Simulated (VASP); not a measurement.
## TiSi2: relaxation of cell and atoms with PBE

Crystal: TiSi2.

```
Ti Si
1.0
     0.00000    4.11752    4.26290
     2.38951    0.00000    4.26290
     2.38951    4.11752    0.00000
Ti Si
2 4
Direct
  0.75000 0.75000 0.75000
  0.50000 0.50000 0.50000
  0.41257 0.08743 0.41257
  0.08743 0.41257 0.08743
  0.16257 0.83743 0.16257
  0.83743 0.16257 0.83743
```

```yaml
Program: VASP 6.6.1
Task: relaxation of cell and atoms
Functional: PBE
Potentials_or_basis: VASP PAW PBE potentials, release 64 (Ti_sv, Si)
Cutoff: 600 eV
k_mesh: 7 × 7 × 7
Occupations: fermi-dirac, width 0.05 eV
Spin: no spin polarisation
Target_pressure: 20 GPa
Dipole_correction: no
Further_INCAR_settings: ALGO = Normal; EDIFF = 1e-06; IBRION = 2; EDIFFG = -0.01; NSW = 60; ISIF = 3
```

```yaml
Relaxed_volume: 12.66 Å³/atom
Relaxed_cell: a = 5.737 Å, b = 4.762 Å, c = 4.574 Å, α = 75.81°, β = 53.57°, γ = 50.62°
Space_group_after_relaxing_to_0.1_Å: Fddd (No. 70)
Energy_change_on_relaxing_the_run_minimises_the_enthalpy: +83.6 meV/atom
Ionic_steps: 12
Pressure_after_relaxing: 20.0 GPa
Band_gap_on_the_k_mesh: zero (bands 20 and 21 overlap by 1.95 eV)
```

The path:
| step | energy change (eV) | largest force (eV/Å) | pressure (GPa) | volume (Å³) |
| --- | --- | --- | --- | --- |
| 1 | 0.0000 | 0.0195 | 2.04 | 83.88 |
| 2 | 2.8138 | 0.2168 | 60.04 | 66.26 |
| 3 | 0.4675 | 0.0802 | 19.37 | 76.34 |
| 4 | 0.4953 | 0.0824 | 20.02 | 76.11 |
| 5 | 0.5142 | 0.0840 | 20.46 | 75.96 |
| 6 | 0.5323 | 0.0222 | 20.46 | 75.75 |
| 7 | 0.5188 | 0.0465 | 20.44 | 75.83 |
| 8 | 0.4794 | 0.0241 | 19.52 | 76.14 |
| 9 | 0.4948 | 0.0330 | 19.86 | 76.02 |
| 10 | 0.4986 | 0.0174 | 19.94 | 75.99 |
| 11 | 0.5015 | 0.0058 | 20.01 | 75.96 |
| 12 | 0.5016 | 0.0014 | 20.02 | 75.96 |

Final structure:
```yaml
crystal:
  lattice:
    - [0.00000, 3.94762, 4.16327]
    - [2.31093, 0.00000, 4.16327]
    - [2.31093, 3.94762, 0.00000]
  atoms:
    - { symbol: Ti, position: [0.75000, 0.75000, 0.75000] }
    - { symbol: Ti, position: [0.50000, 0.50000, 0.50000] }
    - { symbol: Si, position: [0.41347, 0.08653, 0.41347] }
    - { symbol: Si, position: [0.08653, 0.41347, 0.08653] }
    - { symbol: Si, position: [0.16347, 0.83653, 0.16347] }
    - { symbol: Si, position: [0.83653, 0.16347, 0.83653] }
```

Levels at points of the mesh, in eV from the Fermi level:
| k point | band 16 | band 17 | band 18 | band 19 | band 20 | band 21 | band 22 | band 23 | band 24 |
| --- | --- | --- | --- | --- | --- | --- | --- | --- | --- |
| (0.00, 0.00, 0.00) | -2.70 | -2.51 | -2.00 | -1.77 | -1.35 | -1.02 | 2.30 | 3.52 | 3.71 |

It took 31 min on 1 thread of Intel(R) Xeon(R) Platinum 8375C CPU @ 2.90GHz (Ice Lake), on a shared host, peak memory 0.36 GiB.

Caveat: the cell is relaxed towards a set pressure, so the run minimises the enthalpy, not the energy.
